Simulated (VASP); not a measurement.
# SiC (F-43m) in VASP: further runs, part 2 of 2

VASP 6.6.1. The steps go on from the part before.

## 4. Single point, revPBE+D3(BJ) (volume scaled by 0.98)

File INCAR:

```
SYSTEM = SiC
PREC = Accurate ; ENCUT = 520
EDIFF = 1E-7 ; ISMEAR = 0
SIGMA = 0.05 ; LREAL = .False.
LASPH = .True. ; NELM = 60
ALGO = Normal ; ISIF = 2
LWAVE = .False. ; LCHARG = .False.
GGA = RE ; IVDW = 12
NBANDS = 11
```

File KPOINTS:

```
Automatic mesh
0
Gamma
  10 10 10
  0 0 0
```

File POSCAR:

```
SiC
1.0
    0.0000000000      2.1521868121      2.1521868121
    2.1521868121      0.0000000000      2.1521868121
    2.1521868121      2.1521868121      0.0000000000
Si C
1 1
Direct
    0.0000000000      0.0000000000      0.0000000000
    0.7500000000      0.7500000000      0.7500000000
```

On the command line:

```bash
$ cat potpaw_PBE.64/Si/POTCAR potpaw_PBE.64/C/POTCAR > POTCAR
$ mpirun -np 1 vasp_std > vasp.out
```

It used 11 s of CPU time on 1 thread of AMD EPYC 7R13 Processor (Zen 3), on a shared host.

The run converged. Its results:

```
Free energy                : -15.6425 eV
Pressure                   : 4.3 GPa
Band gap on the k mesh     : 1.32 eV, indirect (least direct gap 4.57 eV)
Dispersion energy per atom : -0.623 eV
```

Levels at points of the mesh, in eV from the valence-band top:
```
           k point  band 1  band 2  band 3  band 4  band 5  band 6  band 7  band 8  band 9
(0.00, 0.00, 0.00)  -15.71    0.00    0.00    0.00    6.68    7.61    7.61    7.61   14.68
(0.50, 0.00, 0.00)  -12.02   -8.73   -1.05   -1.05    5.80    7.39    7.39   10.30   16.76
(0.50, 0.50, 0.00)  -10.54   -7.89   -3.25   -3.25    1.32    4.50   14.53   14.53   15.39
```

Caveat: the PAW data sets were made with another functional, which shifts forces and pressure a little. A k mesh can miss the band edges.

## 5. Single point, revPBE+D3(BJ) (volume scaled by 1.02)

File INCAR:

```
SYSTEM = SiC
ALGO = Normal
EDIFF = 1E-6
ENCUT = 520
GGA = RE
ISIF = 2
ISMEAR = 0
IVDW = 12
LASPH = .TRUE.
LCHARG = .FALSE.
LREAL = .FALSE.
LWAVE = .FALSE.
NBANDS = 11
NELM = 100
PREC = Accurate
SIGMA = 0.05
```

File KPOINTS:

```
k-points
0
G
  10 10 10
  0 0 0
```

File POSCAR:

```
SiC
1.0
    0.0000000000      2.1810786732      2.1810786732
    2.1810786732      0.0000000000      2.1810786732
    2.1810786732      2.1810786732      0.0000000000
Si C
1 1
Direct
    0.0000000000      0.0000000000      0.0000000000
    0.7500000000      0.7500000000      0.7500000000
```

Potentials or basis: VASP PAW PBE potentials, release 64 (Si, C).

On the command line:

```bash
$ cat potpaw_PBE.64/Si/POTCAR potpaw_PBE.64/C/POTCAR > POTCAR
$ mpirun -np 1 vasp_std > vasp.out
```

OUTCAR:

```text
SYSTEM = SiC
   EDIFF = 1E-6
   ENCUT = 520
   GGA = RE
   ISIF = 2
   ISMEAR = 0
   IVDW = 12
   LASPH = .TRUE.
   LREAL = .FALSE.
   NELM = 100
   PREC = Accurate
 IVDW          = 12

 ion  position               nearest neighbor table
   1  0.000  0.000  0.000-   2 1.89   2 1.89   2 1.89   2 1.89
   2  0.750  0.750  0.750-   1 1.89   1 1.89   1 1.89   1 1.89

  LATTYP: Found a face centered cubic cell.
 ALAT       =     4.3621573464

  Lattice vectors:

 A1 = (   0.0000000000,   2.1810786732,   2.1810786732)
 A2 = (   2.1810786732,   0.0000000000,   2.1810786732)
 A3 = (   2.1810786732,   2.1810786732,   0.0000000000)

Analysis of symmetry for initial positions (statically):
=====================================================================
 Subroutine PRICEL returns:
 Original cell was already a primitive cell.

 Routine SETGRP: Setting up the symmetry group for a
 face centered cubic supercell.

 Subroutine GETGRP returns: Found 24 space group operations
 (whereof 24 operations were pure point group operations)
 out of a pool of 48 trial point group operations.

[... 171 lines left out ...]
      1      -7.2539      2.00000
      2       8.1412      2.00000
      3       8.1412      2.00000
      4       8.1412      2.00000
      5      14.3501      0.00000
      6      15.4652      0.00000
      7      15.4652      0.00000
      8      15.4652      0.00000
      9      22.5845      0.00000
     10      22.5845      0.00000
     11      24.7186      0.00000
[... 309 lines left out ...]
 k-point    24 :       0.4000    0.3000    0.0000
  band No.  band energies     occupation
      1      -4.1277      2.00000
      2       2.5629      2.00000
      3       5.0042      2.00000
      4       5.5276      2.00000
      5      11.0190      0.00000
      6      13.7919      0.00000
      7      19.7785      0.00000
      8      20.0855      0.00000
      9      21.9413      0.00000
     10      26.1605      0.00000
     11      29.3865      0.00000

 [... further k-points ...]

------------------------ aborting loop because EDIFF is reached ----------------------------------------

 Edisp (eV)   -1.19630

 E8    (eV) :    -0.7840

  FORCE on cell =-STRESS in cart. coord.  units (eV):
  Direction    XX          YY          ZZ          XY          YZ          ZX
  --------------------------------------------------------------------------------------
  -------------------------------------------------------------------------------------
  Total      -0.60675    -0.60675    -0.60675     0.00000    -0.00000     0.00000
  in kB     -46.84647   -46.84647   -46.84647     0.00000    -0.00000     0.00000
  external pressure =      -46.85 kB  Pullay stress =        0.00 kB

 VOLUME and BASIS-vectors are now :
 -----------------------------------------------------------------------------
  energy-cutoff  :      520.00
  volume of cell :       20.75
      direct lattice vectors                 reciprocal lattice vectors
     0.000000000  2.181078673  2.181078673    -0.229244367  0.229244367  0.229244367
     2.181078673  0.000000000  2.181078673     0.229244367 -0.229244367  0.229244367
     2.181078673  2.181078673  0.000000000     0.229244367  0.229244367 -0.229244367

 POSITION                                       TOTAL-FORCE (eV/Angst)
 -----------------------------------------------------------------------------------
      0.00000      0.00000      0.00000         0.000000      0.000000      0.000000
      3.27162      3.27162      3.27162        -0.000000     -0.000000     -0.000000
 -----------------------------------------------------------------------------------
    total drift:                               -0.000000     -0.000000     -0.000000

  FREE ENERGIE OF THE ION-ELECTRON SYSTEM (eV)
  ---------------------------------------------------
  free  energy   TOTEN  =       -15.6409526194 eV

  energy  without entropy=      -15.6409526194  energy(sigma->0) =      -15.64095262
```

OSZICAR:

```text
N       E                     dE             d eps       ncg     rms          rms(c)
DAV:   1     0.478087193885E+01    0.47809E+01   -0.39233E+03  1050   0.605E+02
DAV:   2    -0.156344284497E+02   -0.20415E+02   -0.19641E+02  1370   0.108E+02
DAV:   3    -0.162286749153E+02   -0.59425E+00   -0.59334E+00  1277   0.158E+01
DAV:   4    -0.162309384206E+02   -0.22635E-02   -0.22633E-02  1195   0.125E+00
DAV:   5    -0.162309489040E+02   -0.10483E-04   -0.10483E-04  1269   0.786E-02    0.917E+00
DAV:   6    -0.144947718557E+02    0.17362E+01   -0.61256E+00  1154   0.111E+01    0.426E+00
DAV:   7    -0.144479158981E+02    0.46856E-01   -0.40055E-01  1241   0.358E+00    0.189E+00
DAV:   8    -0.144441195416E+02    0.37964E-02   -0.19241E-02  1154   0.959E-01    0.189E-01
DAV:   9    -0.144444745820E+02   -0.35504E-03   -0.17303E-03  1257   0.249E-01    0.133E-01
DAV:  10    -0.144446468088E+02   -0.17223E-03   -0.29258E-04  1169   0.110E-01    0.239E-02
DAV:  11    -0.144446509172E+02   -0.41084E-05   -0.54715E-05  1238   0.389E-02    0.560E-03
DAV:  12    -0.144446515402E+02   -0.62300E-06   -0.21760E-06  1040   0.935E-03
   1 F= -.15640953E+02 E0= -.15640953E+02  d E =-.629243E-20
```

stdout:

```text
POSCAR found type information on POSCAR SiC
 POSCAR found :  2 types and       2 ions
 scaLAPACK will be used
 -----------------------------------------------------------------------------
|                                                                             |
|                                                                             |
|     You enforced a specific xc type in the INCAR file but a different       |
|     I HOPE YOU KNOW WHAT YOU ARE DOING!                                     |
|                                                                             |
 -----------------------------------------------------------------------------

 LDA part: xc-table for (Slater+PW92), standard interpolation
 POSCAR, INCAR and KPOINTS ok, starting setup
 FFT: planning ... GRIDC
 FFT: planning ... GRID_SOFT
 FFT: planning ... GRID
 WAVECAR not read
 entering main loop
```

Wall time 13 s (1 thread of AMD EPYC 7R13 (Zen 3), shared host); peak memory 0.11 GiB.

What came out:

- Free energy: -15.6410 eV
- Pressure: -4.7 GPa
- Band gap on the k mesh: 1.36 eV, indirect (least direct gap 4.53 eV)
- Dispersion energy per atom: -0.598 eV

Caveat: the PAW data sets were made with another functional, which shifts forces and pressure a little.

## 6. Single point, revPBE+D3(BJ) (volume scaled by 1.04)

File INCAR:

```
PREC = Accurate
ENCUT = 520
EDIFF = 1E-6
ISMEAR = 0
SIGMA = 0.05
LREAL = False
LASPH = True
NELM = 60
ALGO = Normal
ISIF = 2
LWAVE = False
LCHARG = False
GGA = RE
IVDW = 12
NBANDS = 11
```

File KPOINTS:

```
Automatic mesh
0
Gamma
  10 10 10
```

File POSCAR:

```
SiC
1.0
    0.0000000000      2.1952419186      2.1952419186
    2.1952419186      0.0000000000      2.1952419186
    2.1952419186      2.1952419186      0.0000000000
Si C
1 1
Direct
    0.0000000000      0.0000000000      0.0000000000
    0.7500000000      0.7500000000      0.7500000000
```

Potentials or basis: VASP PAW PBE potentials, release 64 (Si, C).

On the command line:

```bash
$ cat potpaw_PBE.64/Si/POTCAR potpaw_PBE.64/C/POTCAR > POTCAR
$ mpirun -np 1 vasp_std > vasp.out
```

It used 10 s of CPU time on 1 thread of AMD EPYC 7R13 Processor (Zen 3) (shared host).

It converged, with:

```
Free energy                : -15.6242 eV
Pressure                   : -8.5 GPa
Band gap on the k mesh     : 1.38 eV, indirect (least direct gap 4.52 eV)
Dispersion energy per atom : -0.586 eV
```

Levels at points of the mesh, in eV from the valence-band top:
| k point | band 1 | band 2 | band 3 | band 4 | band 5 | band 6 | band 7 | band 8 |
| --- | --- | --- | --- | --- | --- | --- | --- | --- |
| (0.00, 0.00, 0.00) | -15.24 | 0.00 | 0.00 | 0.00 | 5.98 | 7.19 | 7.19 | 7.19 |
| (0.50, 0.00, 0.00) | -11.77 | -8.40 | -1.04 | -1.04 | 5.26 | 7.15 | 7.15 | 9.97 |
| (0.50, 0.50, 0.00) | -10.36 | -7.71 | -3.13 | -3.13 | 1.38 | 4.29 | 13.83 | 13.83 |

Caveat: the PAW data sets were made with another functional, which shifts forces and pressure a little. A k mesh can miss the band edges.

## 7. The runs side by side

```csv
cell,gap on the mesh (eV),pressure (GPa)
"a = 3.059 Å, angles 60.0°, 2 atoms",1.34,0.7
"a = 3.064 Å, angles 60.0°, 2 atoms",1.34,-0.4
"a = 3.044 Å, angles 60.0°, 2 atoms",1.32,4.3
"a = 3.085 Å, angles 60.0°, 2 atoms",1.36,-4.7
"a = 3.105 Å, angles 60.0°, 2 atoms",1.38,-8.5
```

Alike in all rows: task single point; level revPBE+D3(BJ); potentials or basis VASP PAW PBE potentials, release 64 (Si, C); no spin polarisation; k mesh 10 × 10 × 10; cutoff (eV) 520; smearing gaussian 0.05 eV.

Caveats: the PAW data sets were made with another functional, which shifts forces and pressure a little.

Absolute energies hang on the potentials; compare differences alone.

## 8. Against experiment

Step 2. Against the measured gap of SiC, 2.4 eV (indirect; quoted in “Insight into the structural, elastic and electronic properties of a new orthorhombic 6O-SiC polytype”, 2020, pmc:7200658), the calculated 1.34 eV is off by -1.06 eV. The value is that of revPBE+D3(BJ) on a finite k mesh, which can miss the band edges, without temperature or zero-point motion. Semilocal functionals fall short of measured gaps as a rule.

Step 3. Against the measured gap of SiC, 2.4 eV (indirect; quoted in “Insight into the structural, elastic and electronic properties of a new orthorhombic 6O-SiC polytype”, 2020, pmc:7200658), the calculated 1.34 eV is off by -1.06 eV. The value is that of revPBE+D3(BJ) on a finite k mesh, which can miss the band edges, without temperature or zero-point motion. Semilocal functionals fall short of measured gaps as a rule.
